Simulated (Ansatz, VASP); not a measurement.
## MnS: VASP beside Ansatz

Contents of INCAR:

```
SYSTEM = MnS
PREC = Accurate
ENCUT = 600
EDIFF = 1E-6
ISMEAR = 0
SIGMA = 0.05
LREAL = .FALSE.
LASPH = .TRUE.
NELM = 200
ALGO = Normal
ISIF = 2
LWAVE = .FALSE.
LCHARG = .TRUE.
ISPIN = 2
MAGMOM = 5 0
LORBIT = 11
LMAXMIX = 4
LDAU = .TRUE.
LDAUTYPE = 2
LDAUL = 2 -1
LDAUU = 3 0
LDAUJ = 0 0
LDAUPRINT = 1
GGA = PE
LELF = .TRUE.
LVHAR = .TRUE.
NBANDS = 22
GGA_COMPAT = .FALSE.
```

The input KPOINTS:

```
Automatic mesh
0
G
  6 6 6
  0 0 0
```

Contents of POSCAR:

```
MnS
1.0
    0.0000000000      2.8000000000      2.8000000000
    2.8000000000      0.0000000000      2.8000000000
    2.8000000000      2.8000000000      0.0000000000
Mn S
1 1
Direct
    0.0000000000      0.0000000000      0.0000000000
    0.7500000000      0.7500000000      0.7500000000
```

Input for Ansatz:

```yaml
crystal:
  lattice:
    - [0.0, 2.8, 2.8]
    - [2.8, 0.0, 2.8]
    - [2.8, 2.8, 0.0]
  atoms:
    - { symbol: Mn, position: [0.0, 0.0, 0.0], spin: 5.0 }
    - { symbol: S, position: [0.75, 0.75, 0.75] }
basis:
  ecutwfc: 420
  ecutrho_ratio: 4
kpoints:
  mp_grid: { grid: [6, 6, 6] }
hamiltonian:
  xc: pbe
  hubbard: { sites: [{ site: 0, l: d, u_eff: 3.0 }] }
scf:
  occupations: { method: gaussian, width: 0.05 }
  lower_state_search: "off"
  max_iter: 150
output:
  forces: true
  stress: true
  eigenvalues: true
  populations: true
  hubbard: { sites: [{ site: 0, l: d }] }
magnetization:
  spin_polarized: true
```

Alike in both runs: task single point; functional PBE; k mesh 6 × 6 × 6; occupations gaussian, width 0.05 eV; collinear spin; Hubbard terms Mn d U = 3.0 eV.

|  | VASP | Ansatz |
| --- | --- | --- |
| version | VASP 6.6.1 | Ansatz 0.2.0 |
| potentials or method | VASP PAW PBE potentials, release 64 (Mn_sv, S), cutoff 600 eV | scalar-relativistic, plane waves, PAW |
| valence electrons in the cell | 21 | 21 |

|  | VASP | Ansatz | Ansatz less VASP |
| --- | --- | --- | --- |
| gap on the k mesh at the Fermi level (eV) | 0.78 | 1.03 | +0.251 |
| least direct gap on the mesh (eV) | 1.16 | 1.17 | +0.016 |
| pressure (GPa) | 3.4 | 4.5 | +1.03 |
| net moment per atom (μB) | 2.50 | 2.50 | 0.000 |
| size of the moment on the site where the two differ most (μB) | 4.35 | 4.32 | -0.026 |

Site moments also hang on the region over which each program counts them. The programs project onto different local orbitals, so the same U acts differently, and such runs can settle in different states.
